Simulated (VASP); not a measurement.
# Al2Cl (P1) in VASP: a series of runs

The runs below take Al2Cl through single point, with PBE.

Everything below comes from runs of VASP 6.6.1. Logs are shortened: lines on timing, memory, paths and dates and some standing lists are left out, and cuts for length are marked.

## Step 1: The cell of the first run

The typed cell holds 3 atoms: a = 3.789 Å, b = 3.789 Å, c = 4.767 Å, α = 90.00°, β = 90.00°, γ = 90.00°.

## Step 2: Single point, PBE

INCAR reads:

```
ALGO = Normal ; EDIFF = 1E-6
ENCUT = 520 ; GGA = PE
ISIF = 2 ; ISMEAR = -1
LASPH = True ; LCHARG = True
LELF = True ; LREAL = False
LVHAR = True ; LWAVE = False
NBANDS = 14 ; NELM = 80
PREC = Accurate ; SIGMA = 0.05
```

KPOINTS reads:

```
k-points
0
Gamma
  5 5 4
```

POSCAR reads:

```
Al2Cl
1.0
    3.7891741700      0.0000000000      0.0000000000
    0.0000000000      3.7891741700      0.0000000000
    0.0000000000      0.0000000000      4.7668408700
Al Cl
2 1
Direct
    0.4999800000      0.0023650000      0.3483520000
   -0.0062180000      0.4843420000      0.3410360000
   -0.0050410000     -0.0057340000      0.3904520000
```

Potentials or basis: VASP PAW PBE potentials, release 64 (Al, Cl).

Launch:

```console
cat potpaw_PBE.64/Al/POTCAR potpaw_PBE.64/Cl/POTCAR > POTCAR
mpirun -np 1 vasp_std > vasp.out
```

OUTCAR:

```text
EDIFF = 1E-6
   ENCUT = 520
   GGA = PE
   ISIF = 2
   ISMEAR = -1
   LASPH = True
   LREAL = False
   NELM = 80
   PREC = Accurate

 ion  position               nearest neighbor table
   1  0.500  0.002  0.348-   3 1.89   3 1.92   2 2.61   2 2.65   2 2.71   2 2.74
   2  0.994  0.484  0.341-   3 1.87   3 1.95   1 2.61   1 2.65   1 2.71   1 2.74
   3  0.995  0.994  0.390-   2 1.87   1 1.89   1 1.92   2 1.95

  LATTYP: Found a simple tetragonal cell.
 ALAT       =     3.7891741700
 C/A-ratio  =     1.2580157723

  Lattice vectors:

 A1 = (   3.7891741700,   0.0000000000,   0.0000000000)
 A2 = (   0.0000000000,   3.7891741700,   0.0000000000)
 A3 = (   0.0000000000,   0.0000000000,   4.7668408700)

Analysis of symmetry for initial positions (statically):
=====================================================================
 Subroutine PRICEL returns:
 Original cell was already a primitive cell.

 Routine SETGRP: Setting up the symmetry group for a
 simple tetragonal supercell.

 Subroutine GETGRP returns: Found  1 space group operations
 (whereof  1 operations were pure point group operations)
 out of a pool of 16 trial point group operations.

The static configuration has the point symmetry C_1 .

Analysis of symmetry for dynamics (positions and initial velocities):
=====================================================================
 Subroutine PRICEL returns:
 Original cell was already a primitive cell.

 Routine SETGRP: Setting up the symmetry group for a
 simple tetragonal supercell.

 Subroutine GETGRP returns: Found  1 space group operations
 (whereof  1 operations were pure point group operations)
 out of a pool of 16 trial point group operations.

The dynamic configuration has the point symmetry C_1 .

 Subroutine INISYM returns: Found  1 space group operations
 (whereof  1 operations are pure point group operations),
 and found     1 'primitive' translations

----------------------------------------------------------------------------------------

                                     Primitive cell

  volume of cell :      68.4415

  direct lattice vectors                    reciprocal lattice vectors
     3.789174170  0.000000000  0.000000000     0.263909748  0.000000000  0.000000000
     0.000000000  3.789174170  0.000000000     0.000000000  0.263909748  0.000000000
     0.000000000  0.000000000  4.766840870     0.000000000  0.000000000  0.209782543

  length of vectors
     3.789174170  3.789174170  4.766840870     0.263909748  0.263909748  0.209782543

  position of ions in fractional coordinates (direct lattice)
     0.499980000  0.002365000  0.348352000
     0.993782000  0.484342000  0.341036000
     0.994959000  0.994266000  0.390452000

  ion indices of the primitive-cell ions
   primitive index   ion index
                 1           1
                 2           2
                 3           3

----------------------------------------------------------------------------------------

 KPOINTS: k-points

Automatic generation of k-mesh.
 Grid dimensions read from file:
 generate k-points for:    5    5    4

 Generating k-lattice:

  Cartesian coordinates                     Fractional coordinates (reciprocal lattice)
     0.052781950  0.000000000  0.000000000     0.200000000  0.000000000  0.000000000
     0.000000000  0.052781950  0.000000000     0.000000000  0.200000000  0.000000000
     0.000000000  0.000000000  0.052445636     0.000000000  0.000000000  0.250000000

  Length of vectors
     0.052781950  0.052781950  0.052445636

  Shift w.r.t. Gamma in fractional coordinates (k-lattice)
     0.000000000  0.000000000  0.000000000

 Subroutine IBZKPT returns following result:
 ===========================================

 Found     51 irreducible k-points:

 Following reciprocal coordinates:
            Coordinates               Weight
  0.000000  0.000000  0.000000      1.000000
  0.200000  0.000000  0.000000      2.000000
  0.000000  0.200000  0.000000      2.000000
  0.400000  0.000000  0.000000      2.000000
  0.000000  0.400000  0.000000      2.000000
  0.200000  0.200000  0.000000      2.000000
[... 16 lines left out ...]
  0.200000  0.200000  0.250000      2.000000
 -0.200000  0.200000  0.250000      2.000000
 [... further k-points ...]
   k-points           NKPTS =     51   k-points in BZ     NKDIM =     51   number of bands    NBANDS=     14
   number of dos      NEDOS =    301   number of ions     NIONS =      3
   total plane-waves  NPLWV =  28224
   dimension x,y,z NGX =    28 NGY =   28 NGZ =   36
   dimension x,y,z NGXF=    56 NGYF=   56 NGZF=   72
   ions per type =               2   1
   NGX,Y,Z   is equivalent  to a cutoff of  12.28, 12.28, 12.56 a.u.
   NGXF,Y,Z  is equivalent  to a cutoff of  24.57, 24.57, 25.11 a.u.
 SYSTEM =  unknown system
   PREC   = accura    normal or accurate (medium, high low for compatibility)
   ISTART =      0    job   : 0-new  1-cont  2-samecut
   ICHARG =      2    charge: 1-file 2-atom 10-const
   ISPIN  =      1    spin polarized calculation?
   LNONCOLLINEAR =      F non collinear calculations
   LSORBIT =      F    spin-orbit coupling
   LASPH  =      T    aspherical Exc in radial PAW
   ENCUT  =  520.0 eV  38.22 Ry    6.18 a.u.   7.05  7.05  8.86*2*pi/ulx,y,z
   NELM   =     80;   NELMIN=  2; NELMDL= -5     # of ELM steps
   EDIFF  = 0.1E-05   stopping-criterion for ELM
   LREAL  =      F    real-space projection
   EDIFFG = 0.1E-04   stopping-criterion for IOM
   NSW    =      0    number of steps for IOM
   IBRION =     -1    ionic relax: 0-MD 1-quasi-New 2-CG
   NFREE  =      0    steps in history (QN), initial steepest desc. (CG)
   ISIF   =      2    stress and relaxation
   ISYM   =      2    0-nonsym 1-usesym 2-fastsym
   POTIM  = 0.5000    time-step for ionic-motion
   TEBEG  =    0.0;   TEEND  =   0.0 temperature during run
   PSTRESS=    0.0 pullay stress
   NELECT =      13.0000    total number of electrons
   NUPDOWN=      -1.0000    fix difference up-down
   EMIN   =  10.00;   EMAX   =-10.00  energy-range for DOS
   EFERMI =   0.00;   METHOD = LEGACY
   ISMEAR =    -1;   SIGMA  =   0.05  broadening in eV -4-tet -1-fermi 0-gaus
   EFERMI_NEDOS =   21; number of points for ismear=-14 and -15
   IALGO  =     38    algorithm
   IMIX   =      4    mixing-type and parameters
     AMIX     =   0.40;   BMIX     =  1.00
     AMIX_MAG =   1.60;   BMIX_MAG =  1.00
  volume/ion in A,a.u.               =      22.81       153.96
  Fermi-wavevector in a.u.,A,eV,Ry     =   0.941057  1.778340 12.049165  0.885589
  Thomas-Fermi vector in A             =   2.068530
   LORBIT       =      0    0 simple, 1 ext, 2 COOP (PROOUT), +10 PAW based schemes
   GGA     = PE    functional components
   LHFCALC =     F    Hartree Fock is set to
   AEXX    =    0.0000 exact exchange contribution
   IVDW    =     0    specifies the selected vdW correction
   LEPSILON=     F    determine dielectric tensor
   LRPA    =     F    only Hartree local field effects (RPA)
 non-spin polarized calculation
  energy-cutoff  :      520.00
  volume of cell :       68.44
 maximum number of plane-waves:      1856
   NGX = 15   NGY = 15   NGZ = 17

 number of electron      12.9999998 magnetization

 Free energy of the ion-electron system (eV)
  ---------------------------------------------------
  ext. energy  EPLUGINS =         0.00000000
  ---------------------------------------------------
  free energy    TOTEN  =         1.17954910 eV

  energy without entropy =        1.20842668  energy(sigma->0) =        1.19398789

 E-fermi :   4.8883     XC(G=0):  -8.3366

 val. band max:        4.8869914860   @ k =   0.0000   0.4000   0.0000
 cond. band min:       4.8906887551   @ k =   0.4000   0.0000   0.0000
 fundamental gap:      0.0036972691
 Fermi energy:         4.8883008270

 k-point     1 :       0.0000    0.0000    0.0000
  band No.  band energies     occupation
      1     -17.5308      2.00000
      2      -6.2074      2.00000
      3      -6.1860      2.00000
      4      -4.2731      2.00000
      5       0.0874      2.00000
      6       4.1330      2.00000
      7       5.6359      0.00000
      8       7.5925      0.00000
      9       7.6396      0.00000
     10       8.7296      0.00000
     11       8.7653      0.00000
     12      10.1631      0.00000
     13      10.1878      0.00000
     14      10.9214      0.00000

 k-point     2 :       0.2000    0.0000    0.0000
  band No.  band energies     occupation
      1     -17.4362      2.00000
      2      -6.8199      2.00000
      3      -6.1424      2.00000
      4      -4.1835      2.00000
      5       0.8388      2.00000
      6       4.5053      1.99906
      7       5.7743      0.00000
      8       6.0734      0.00000
      9       6.3793      0.00000
     10       8.9094      0.00000
     11       9.2144      0.00000
     12       9.4091      0.00000
     13      12.1694      0.00000
     14      12.3201      0.00000

 k-point     3 :       0.0000    0.2000    0.0000
  band No.  band energies     occupation
      1     -17.4375      2.00000
      2      -6.7984      2.00000
      3      -6.1636      2.00000
      4      -4.1820      2.00000
      5       0.8412      2.00000
      6       4.5075      1.99902
      7       5.7613      0.00000
      8       6.0783      0.00000
      9       6.4309      0.00000
     10       8.9019      0.00000
     11       9.1858      0.00000
     12       9.3752      0.00000
     13      12.1408      0.00000
     14      12.3300      0.00000
[... 324 lines left out ...]
 k-point    23 :       0.2000    0.2000    0.2500
  band No.  band energies     occupation
      1     -17.3402      2.00000
      2      -6.7822      2.00000
      3      -6.6738      2.00000
      4      -4.1991      2.00000
      5       1.5748      2.00000
      6       4.6875      1.96458
      7       5.1191      0.01958
      8       5.1849      0.00529
      9       6.6120      0.00000
     10       8.0984      0.00000
     11      10.6754      0.00000
     12      11.2797      0.00000
     13      11.8100      0.00000
     14      12.9172      0.00000

 k-point    24 :      -0.2000    0.2000    0.2500
  band No.  band energies     occupation
      1     -17.3402      2.00000
      2      -6.7833      2.00000
      3      -6.6725      2.00000
      4      -4.1993      2.00000
      5       1.5765      2.00000
      6       4.6824      1.96798
      7       5.1288      0.01617
      8       5.1754      0.00639
      9       6.6080      0.00000
     10       8.1110      0.00000
     11      10.6856      0.00000
     12      11.2555      0.00000
     13      11.8139      0.00000
     14      12.9202      0.00000

 [... further k-points ...]

------------------------ aborting loop because EDIFF is reached ----------------------------------------

  FORCE on cell =-STRESS in cart. coord.  units (eV):
  Direction    XX          YY          ZZ          XY          YZ          ZX
  --------------------------------------------------------------------------------------
  -------------------------------------------------------------------------------------
  Total       33.4309011     33.0751270     -0.9180379     -0.0141373     -0.6122113      0.2414245
  in kB      782.5982547    774.2697868    -21.4907424     -0.3309470    -14.3315166      5.6516100
  external PRESSURE =     511.7924330 kB  Pullay stress =       0.0000000 kB

 VOLUME and BASIS-vectors are now :
 -----------------------------------------------------------------------------
  energy-cutoff  :      520.00
  volume of cell :       68.44
      direct lattice vectors                 reciprocal lattice vectors
     3.789174170  0.000000000  0.000000000     0.263909748  0.000000000  0.000000000
     0.000000000  3.789174170  0.000000000     0.000000000  0.263909748  0.000000000
     0.000000000  0.000000000  4.766840870     0.000000000  0.000000000  0.209782543

 POSITION                                       TOTAL-FORCE (eV/Angst)
 -----------------------------------------------------------------------------------
      1.89451      0.00896      1.66054        -1.250311      0.146374     -1.915748
      3.76561      1.83526      1.62566         0.030329      2.501244     -2.250373
      3.77007      3.76745      1.86122         1.219982     -2.647618      4.166121
 -----------------------------------------------------------------------------------
    total drift:                                0.000296      0.000189      0.000390

  FREE ENERGIE OF THE ION-ELECTRON SYSTEM (eV)
  ---------------------------------------------------
  free  energy   TOTEN  =         1.1795491030 eV

  energy  without entropy=        1.2084266755  energy(sigma->0) =        1.19398789
```

It took 66 s on 1 thread of Intel Xeon 8259CL, shared host; peak memory 0.19 GiB.

Results:

| Quantity | Value |
| --- | --- |
| Free energy | 1.1795 eV |
| Pressure | 51.2 GPa |
| Largest force | 5.085 eV/Å |
| Band gap on the k mesh | zero (an odd number of electrons rules out a gap without spin polarisation) |

Forces on the atoms (eV/Å):
```
Al  -1.250  0.146 -1.916
Al   0.030  2.501 -2.250
Cl   1.220 -2.648  4.166
```

Caveat: the cell stands under pressure; an odd number of electrons without spin polarisation forces a metal; a magnetic or distorted state may lie lower.

## Step 3: Single point, PBE

INCAR reads:

```
ALGO = Normal ; EDIFF = 1E-7
ENCUT = 520 ; GGA = PE
ISIF = 2 ; ISMEAR = -1
LASPH = True ; LCHARG = False
LREAL = False ; LWAVE = False
NBANDS = 14 ; NELM = 60
PREC = Accurate ; SIGMA = 0.025
```

KPOINTS is that of step 2.

POSCAR is that of step 2.

Potentials or basis: VASP PAW PBE potentials, release 64 (Al, Cl).

Launch:

```console
cat potpaw_PBE.64/Al/POTCAR potpaw_PBE.64/Cl/POTCAR > POTCAR
mpirun -np 1 vasp_std > vasp.out
```

Wall time 72 s (1 thread of Intel Xeon 8259CL, shared host); peak memory 0.19 GiB.

The run converged. Its results:

```yaml
Free_energy: 1.1908 eV
Pressure: 51.2 GPa
Largest_force: 5.096 eV/Å
Band_gap_on_the_k_mesh: zero (an odd number of electrons rules out a gap without spin polarisation)
```

Forces on the atoms (eV/Å):
```
Al  -1.250  0.148 -1.922
Al   0.030  2.502 -2.255
Cl   1.220 -2.650  4.178
```

Stress tensor (GPa, compression positive):
```
78.35 -0.03  0.56
-0.03 77.44 -1.43
 0.56 -1.43 -2.24
```

Levels at points of the mesh, in eV from the Fermi level:
```
           k point  band 4  band 5  band 6  band 7  band 8  band 9
(0.00, 0.00, 0.00)   -9.18   -4.82   -0.77    0.73    2.69    2.73
(0.00, 0.00, 0.50)   -9.42   -4.39   -0.60   -0.06    2.71    3.41
```

Caveat: the cell stands under pressure; an odd number of electrons without spin polarisation forces a metal; a magnetic or distorted state may lie lower.
